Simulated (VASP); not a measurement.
Here is a VASP 6.6.1 calculation.

INCAR

```
SYSTEM = CuAu
PREC = Accurate ; ENCUT = 520
EDIFF = 1E-7 ; ISMEAR = 0
SIGMA = 0.15 ; LREAL = .False.
LASPH = .True. ; NELM = 100
ALGO = Fast ; ISIF = 2
LWAVE = .False. ; LCHARG = .False.
GGA = PE ; NBANDS = 18
```

Contents of KPOINTS:

```
regular mesh
0
Gamma
  18 18 14
  0 0 0
```

Contents of POSCAR:

```
CuAu
1.0
    2.6600000000      0.0000000000      0.0000000000
    0.0000000000      2.6600000000      0.0000000000
    0.0000000000      0.0000000000      3.6700000000
Cu Au
1 1
Direct
    0.5000000000      0.5000000000      0.5000000000
    0.0000000000      0.0000000000      0.0000000000
```

Potentials or basis: VASP PAW PBE potentials, release 64 (Cu, Au).

Run with:

```console
$ cat potpaw_PBE.64/Cu/POTCAR potpaw_PBE.64/Au/POTCAR > POTCAR
$ mpirun -np 1 vasp_std > vasp.out
```

Predict the pressure.

31.0 GPa.

What does it give for the band gap on the k mesh?

Zero (band 11 reaches 16.43 eV, above the bottom of band 12 at 8.41 eV).

Stress tensor (GPa, compression positive):
```
33.21  0.00  0.00
 0.00 33.21  0.00
 0.00  0.00 26.62
```

Caveat: the cell differs from its parent crystal (strain -0.050 along x and y, +0.000 along z); spin-orbit coupling is left out, which moves the levels of the heavy elements.
